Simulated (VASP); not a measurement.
# HF in VASP: single point with LDA

Aim: the single point of HF with LDA.

Everything below comes from runs of VASP 6.6.1. Logs are shortened: lines on timing, memory, paths and dates and some standing lists are left out, and cuts for length are marked.

## 1. The cell of the first run

The cell holds a disordered packing, 16 atoms: a = 7.071 Å, b = 7.071 Å, c = 7.071 Å, α = 90.00°, β = 90.00°, γ = 90.00°.

## 2. Single point, LDA

INCAR reads:

```
PREC = Accurate
ENCUT = 1010
EDIFF = 1E-6
ISMEAR = -1
SIGMA = 0.02
LREAL = Auto
LASPH = True
NELM = 120
ALGO = Normal
ISIF = 2
LWAVE = False
LCHARG = False
NBANDS = 46
GGA_COMPAT = False
```

KPOINTS reads:

```
Automatic mesh
0
Gamma
  1 1 1
```

POSCAR reads:

```
HF
1.0
    7.0713790000      0.0000000000      0.0000000000
    0.0000000000      7.0713790000      0.0000000000
    0.0000000000      0.0000000000      7.0713790000
F H
8 8
Direct
    0.3027415162      0.5990627853      0.2615897126
    0.4198756706      0.1817467286      0.7208777807
    0.3260891546      0.4379061001      0.5586887649
    0.5360057777      0.0609074977      0.9922109959
    0.4673628722      0.6021032107      0.9318833003
    0.4206251708      0.8805920316      0.5919637457
    0.0152728343      0.2586341363      0.6437075428
    0.3426205836      0.9248973927      0.2036660742
    0.3093456029      0.7780943434      0.2278197789
    0.3480650662      0.3149456421      0.6538894323
    0.3398771300      0.5552948018      0.3852431046
    0.4792841679      0.1293948465      0.8694909437
    0.4382737794      0.6265538872      0.8042278599
    0.4030614114      1.0091949533      0.5977759076
    0.0885400146      0.3695036004      0.6201477816
    0.4337343537      0.9865402491      0.0849622118
```

Potentials or basis: VASP PAW LDA potentials, release 64 (F_h, H_h).

Started as:

```sh
cat potpaw_LDA.64/F_h/POTCAR potpaw_LDA.64/H_h/POTCAR > POTCAR
mpirun -np 1 vasp_gam > vasp.out
```

OUTCAR:

```text
PREC = Accurate
   ENCUT = 1010
   EDIFF = 1E-6
   ISMEAR = -1
   LREAL = Auto
   LASPH = True
   NELM = 120
   ISIF = 2

 ion  position               nearest neighbor table
   1  0.303  0.599  0.262-  11 0.96
   2  0.420  0.182  0.721-  10 1.17  12 1.19
   3  0.326  0.438  0.559-  10 1.11
   4  0.536  0.061  0.992-  12 1.07  16 1.11
   5  0.467  0.602  0.932-  13 0.94
   6  0.421  0.881  0.592-  14 0.92
   7  0.015  0.259  0.644-  15 0.95
   8  0.343  0.925  0.204-   9 1.08  16 1.14
   9  0.309  0.778  0.228-   8 1.08
  10  0.348  0.315  0.654-   3 1.11   2 1.17
  11  0.340  0.555  0.385-   1 0.96
  12  0.479  0.129  0.869-   4 1.07   2 1.19
  13  0.438  0.627  0.804-   5 0.94
  14  0.403  0.009  0.598-   6 0.92
  15  0.089  0.370  0.620-   7 0.95
  16  0.434  0.987  0.085-   4 1.11   8 1.14

  LATTYP: Found a simple cubic cell.
 ALAT       =     7.0713790000

  Lattice vectors:

 A1 = (   7.0713790000,   0.0000000000,   0.0000000000)
 A2 = (   0.0000000000,   7.0713790000,   0.0000000000)
 A3 = (   0.0000000000,   0.0000000000,   7.0713790000)

Analysis of symmetry for initial positions (statically):
=====================================================================
 Subroutine PRICEL returns:
 Original cell was already a primitive cell.

 Routine SETGRP: Setting up the symmetry group for a
 simple cubic supercell.

 Subroutine GETGRP returns: Found  1 space group operations
 (whereof  1 operations were pure point group operations)
 out of a pool of 48 trial point group operations.

The static configuration has the point symmetry C_1 .

Analysis of symmetry for dynamics (positions and initial velocities):
=====================================================================
 Subroutine PRICEL returns:
 Original cell was already a primitive cell.

 Routine SETGRP: Setting up the symmetry group for a
 simple cubic supercell.

 Subroutine GETGRP returns: Found  1 space group operations
 (whereof  1 operations were pure point group operations)
 out of a pool of 48 trial point group operations.

The dynamic configuration has the point symmetry C_1 .

 Subroutine INISYM returns: Found  1 space group operations
 (whereof  1 operations are pure point group operations),
 and found     1 'primitive' translations
[... 99 lines left out ...]
   EDIFF  = 0.1E-05   stopping-criterion for ELM
   LREAL  =      T    real-space projection
   EDIFFG = 0.1E-04   stopping-criterion for IOM
   NSW    =      0    number of steps for IOM
   IBRION =     -1    ionic relax: 0-MD 1-quasi-New 2-CG
   NFREE  =      0    steps in history (QN), initial steepest desc. (CG)
   ISIF   =      2    stress and relaxation
   ISYM   =      2    0-nonsym 1-usesym 2-fastsym
   POTIM  = 0.5000    time-step for ionic-motion
   TEBEG  =    0.0;   TEEND  =   0.0 temperature during run
   PSTRESS=    0.0 pullay stress
   NELECT =      64.0000    total number of electrons
   NUPDOWN=      -1.0000    fix difference up-down
   EMIN   =  10.00;   EMAX   =-10.00  energy-range for DOS
   EFERMI =   0.00;   METHOD = LEGACY
   ISMEAR =    -1;   SIGMA  =   0.02  broadening in eV -4-tet -1-fermi 0-gaus
   EFERMI_NEDOS =   21; number of points for ismear=-14 and -15
   IALGO  =     38    algorithm
   IMIX   =      4    mixing-type and parameters
     AMIX     =   0.40;   BMIX     =  1.00
     AMIX_MAG =   1.60;   BMIX_MAG =  1.00
  volume/ion in A,a.u.               =      22.10       149.14
  Fermi-wavevector in a.u.,A,eV,Ry     =   0.926042  1.749966 11.667729  0.857554
  Thomas-Fermi vector in A             =   2.051962
   LORBIT       =      0    0 simple, 1 ext, 2 COOP (PROOUT), +10 PAW based schemes
   GGA     = CA    functional components
   LHFCALC =     F    Hartree Fock is set to
   AEXX    =    0.0000 exact exchange contribution
   IVDW    =     0    specifies the selected vdW correction
   LEPSILON=     F    determine dielectric tensor
   LRPA    =     F    only Hartree local field effects (RPA)
 non-spin polarized calculation
  energy-cutoff  :     1010.00
  volume of cell :      353.60
 maximum number of plane-waves:     12839
 NGX is ok and might be reduce to    80
   NGX = 37   NGY = 37   NGZ = 37

 number of electron      64.0000000 magnetization

 Free energy of the ion-electron system (eV)
  ---------------------------------------------------
  ext. energy  EPLUGINS =         0.00000000
  ---------------------------------------------------
  free energy    TOTEN  =       -70.36868002 eV

  energy without entropy =      -70.36868002  energy(sigma->0) =      -70.36868002

 E-fermi :  -6.8194     XC(G=0):  -4.6287

 val. band max:       -7.4111373137   @ k =   0.0000   0.0000   0.0000
 cond. band min:      -0.2432220130   @ k =   0.0000   0.0000   0.0000
 fundamental gap:      7.1679153006
 Fermi energy:        -6.8194400485

 k-point     1 :       0.0000    0.0000    0.0000
  band No.  band energies     occupation
      1     -30.0118      2.00000
      2     -29.5730      2.00000
      3     -29.0370      2.00000
      4     -28.4193      2.00000
      5     -27.7594      2.00000
      6     -27.7113      2.00000
[... 36 lines left out ...]
     43       5.3939      0.00000
     44       5.4320      0.00000
 [bands above 44 left out]

------------------------ aborting loop because EDIFF is reached ----------------------------------------

  FORCE on cell =-STRESS in cart. coord.  units (eV):
  Direction    XX          YY          ZZ          XY          YZ          ZX
  --------------------------------------------------------------------------------------
  -------------------------------------------------------------------------------------
  Total       -0.0636391      1.1668207      0.9835212     -1.1344536      0.2538992      0.2160663
  in kB       -0.2883517      5.2869156      4.4563773     -5.1402587      1.1504283      0.9790057
  external PRESSURE =       3.1516471 kB  Pullay stress =       0.0000000 kB

 VOLUME and BASIS-vectors are now :
 -----------------------------------------------------------------------------
  energy-cutoff  :     1010.00
  volume of cell :      353.60
      direct lattice vectors                 reciprocal lattice vectors
     7.071379000  0.000000000  0.000000000     0.141415133  0.000000000  0.000000000
     0.000000000  7.071379000  0.000000000     0.000000000  0.141415133  0.000000000
     0.000000000  0.000000000  7.071379000     0.000000000  0.000000000  0.141415133

 POSITION                                       TOTAL-FORCE (eV/Angst)
 -----------------------------------------------------------------------------------
      2.14080      4.23620      1.84980        -0.310015      0.843191     -0.971326
      2.96910      1.28520      5.09760        -0.232850      0.335048      0.140834
      2.30590      3.09660      3.95070        -0.534175      0.359279      0.429724
      3.79030      0.43070      7.01630         0.341260      0.019721      0.183745
      3.30490      4.25770      6.58970        -0.089349      0.024834     -0.087959
      2.97440      6.22700      4.18600         0.192566     -2.919197     -0.498748
[... 8 lines left out ...]
      0.62610      2.61290      4.38530        -0.110980     -0.307059     -0.147278
      3.06710      6.97620      0.60080         0.234982     -0.115968     -0.026410
 -----------------------------------------------------------------------------------
    total drift:                               -0.002545      0.004342     -0.000151

  FREE ENERGIE OF THE ION-ELECTRON SYSTEM (eV)
  ---------------------------------------------------
  free  energy   TOTEN  =       -70.3686800210 eV

  energy  without entropy=      -70.3686800210  energy(sigma->0) =      -70.36868002
```

OSZICAR:

```text
N       E                     dE             d eps       ncg     rms          rms(c)
DAV:   1     0.103107793485E+04    0.10311E+04   -0.43489E+04    92   0.204E+03
DAV:   2     0.210642703653E+03   -0.82044E+03   -0.74487E+03   136   0.351E+02
DAV:   3    -0.652927549666E+02   -0.27594E+03   -0.27338E+03   128   0.211E+02
[... 11 lines left out ...]
DAV:  15    -0.703686580050E+02   -0.34321E-04   -0.11988E-05   136   0.299E-02    0.729E-03
DAV:  16    -0.703686730941E+02   -0.15089E-04   -0.13649E-05   104   0.280E-02    0.593E-03
DAV:  17    -0.703686768169E+02   -0.37228E-05   -0.17884E-06    96   0.110E-02    0.355E-03
DAV:  18    -0.703686794128E+02   -0.25959E-05   -0.12124E-06    72   0.688E-03    0.106E-03
DAV:  19    -0.703686800210E+02   -0.60820E-06   -0.48642E-07    80   0.428E-03
   1 F= -.70368680E+02 E0= -.70368680E+02  d E =-.190021E-12
```

stdout:

```text
POSCAR found type information on POSCAR F H
 POSCAR found :  2 types and      16 ions
 scaLAPACK will be used
 LDA part: xc-table for (Slater(with rela. corr.)+CA(PZ))
 , standard interpolation
 POSCAR, INCAR and KPOINTS ok, starting setup
 FFT: planning ... GRIDC
 FFT: planning ... GRID_SOFT
 FFT: planning ... GRID
 WAVECAR not read
 entering main loop
```

It took 1.9 min on 1 thread of Intel Xeon Platinum 8375C at 2.90GHz (Ice Lake), shared host; peak memory 0.63 GiB.

Results:

- Free energy: -70.3687 eV
- Pressure: 0.3 GPa
- Largest force: 2.968 eV/Å

Forces on the atoms (eV/Å):
```
F   -0.310  0.843 -0.971
F   -0.233  0.335  0.141
F   -0.534  0.359  0.430
F    0.341  0.020  0.184
F   -0.089  0.025 -0.088
F    0.193 -2.919 -0.499
F    0.183  0.376  0.015
F   -0.842 -0.706  0.494
H    0.713  0.219 -0.086
H    0.756  0.453 -0.579
H   -0.009 -0.645  1.149
H   -0.137  0.024 -0.221
H    0.018  0.154 -0.200
H   -0.175  1.885  0.406
H   -0.111 -0.307 -0.147
H    0.235 -0.116 -0.026
```

Levels at points of the mesh, in eV from the Fermi level:
```
           k point  band 28  band 29  band 30  band 31  band 32  band 33  band 34  band 35  band 36  band 37
(0.00, 0.00, 0.00)    -0.97    -0.87    -0.80    -0.64    -0.59     6.58     9.33     9.58     9.91     9.96
```

Caveat: the k points lie up to 0.89 Å⁻¹ apart, too coarse for converged energies, forces and pressures; the atoms stand as in a frame of molecular dynamics.
